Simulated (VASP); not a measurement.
A run of VASP 6.6.1:

The input INCAR:

```
ALGO     = Normal         # electronic algorithm
EDIFF    = 1E-7           # SCF threshold, eV
EDIFFG   = -0.08          # ionic threshold
ENCUT    = 600            # plane-wave cutoff, eV
GGA      = PE             # functional
GGA_COMPAT= F            
IBRION   = 2              # ionic algorithm
ISIF     = 3              # what is computed and relaxed
ISMEAR   = 0              # smearing method
LASPH    = T              # aspherical terms in the spheres
LCHARG   = F              # write CHGCAR
LREAL    = F              # projectors in reciprocal space
LWAVE    = F              # write WAVECAR
NELM     = 120            # most SCF steps
NELMIN   = 4            
NSW      = 36             # ionic steps
PREC     = Accurate       # precision mode
SIGMA    = 0.2            # smearing width, eV
```

File KPOINTS:

```
k-points
0
Gamma
  5 5 3
```

The input POSCAR:

```
BiO5
1.0
    4.2048515500      0.0000000000      0.0000000000
   -2.1024257800      3.6415082700      0.0000000000
    0.0000000000      0.0000000000      5.5140222500
Bi O
1 5
Direct
    0.0000000000      0.0000000000      0.5000000000
    0.5000000000      0.0000000000      0.5000000000
    0.0000000000      0.5000000000      0.5000000000
    0.5000000000      0.5000000000      0.5000000000
    0.3333333300      0.6666666700      0.0000000000
    0.6666666700      0.3333333300      0.0000000000
```

Potentials or basis: VASP PAW PBE potentials, release 64 (Bi_d, O).

Run with:

```sh
$ cat potpaw_PBE.64/Bi_d/POTCAR potpaw_PBE.64/O/POTCAR > POTCAR
$ mpirun -np 1 vasp_std > vasp.out
```

Hardware: 1 thread of Intel(R) Xeon(R) 6975P-C (Granite Rapids), on a shared host.

How long does it take, and how much memory?

It took 98 s on 1 thread of Intel(R) Xeon(R) 6975P-C (Granite Rapids), with other jobs on the host, peak memory 0.25 GiB. Counts: scf iterations 98, k points 10, ion steps 7.
